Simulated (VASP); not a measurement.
Set up this calculation in VASP 6.6.1, as the native input.

```yaml
Task: relaxation of cell and atoms
Functional: PBEsol
Potentials_or_basis: VASP PAW PBE potentials, release 64 (In_d, Sb)
Cutoff: 600 eV
k_mesh: 10 × 10 × 10
Occupations: gaussian, width 0.1 eV
Spin: no spin polarisation
Dipole_correction: no
Further_INCAR_settings: ALGO = Normal; EDIFF = 1e-06; IBRION = 2; EDIFFG = -0.005; NSW = 100; ISIF = 3
```

The structure of InSb3 lies in POSCAR:

```
InSb3
1.0
    0.0000000000      3.7945550000      3.7945550000
    3.7945550000      0.0000000000      3.7945550000
    3.7945550000      3.7945550000      0.0000000000
In Sb
1 3
Direct
    0.0000000000      0.0000000000      0.0000000000
    0.2500000000      0.2500000000      0.2500000000
    0.7500000000      0.7500000000      0.7500000000
    0.5000000000      0.5000000000      0.5000000000
```

One way to write it, as run:

INCAR

```
SYSTEM = InSb3
PREC = Accurate ; ENCUT = 600
EDIFF = 1E-6 ; ISMEAR = 0
SIGMA = 0.1 ; LREAL = .FALSE.
LASPH = .TRUE. ; NELM = 60
ALGO = Normal ; ISIF = 3
LWAVE = .FALSE. ; LCHARG = .FALSE.
GGA = PS ; IBRION = 2
NSW = 100 ; EDIFFG = -0.005
```

KPOINTS

```
regular mesh
0
G
  10 10 10
  0 0 0
```

Potentials or basis: VASP PAW PBE potentials, release 64 (In_d, Sb).

Command:

```sh
$ cat potpaw_PBE.64/In_d/POTCAR potpaw_PBE.64/Sb/POTCAR > POTCAR
$ mpirun -np 1 vasp_std > vasp.out
```

It gave:

The relaxed volume is 25.82 Å³/atom. The relaxed cell is a = 5.267 Å, b = 5.267 Å, c = 5.267 Å, α = 60.00°, β = 60.00°, γ = 60.00°. The space group after relaxing (to 0.1 Å) is Fm-3m (No. 225), the energy gained by relaxing is 15.2 meV/atom and the ionic steps are 3. The pressure after relaxing is 0.0 GPa.

Caveat: the highest band is partly filled, so the run has too few bands; the PAW data sets were made with another functional, which shifts forces and pressure a little.

Run time: 4.7 min on 1 thread of Intel Xeon 8259CL, with other jobs on the host, peak memory 0.4 GiB.
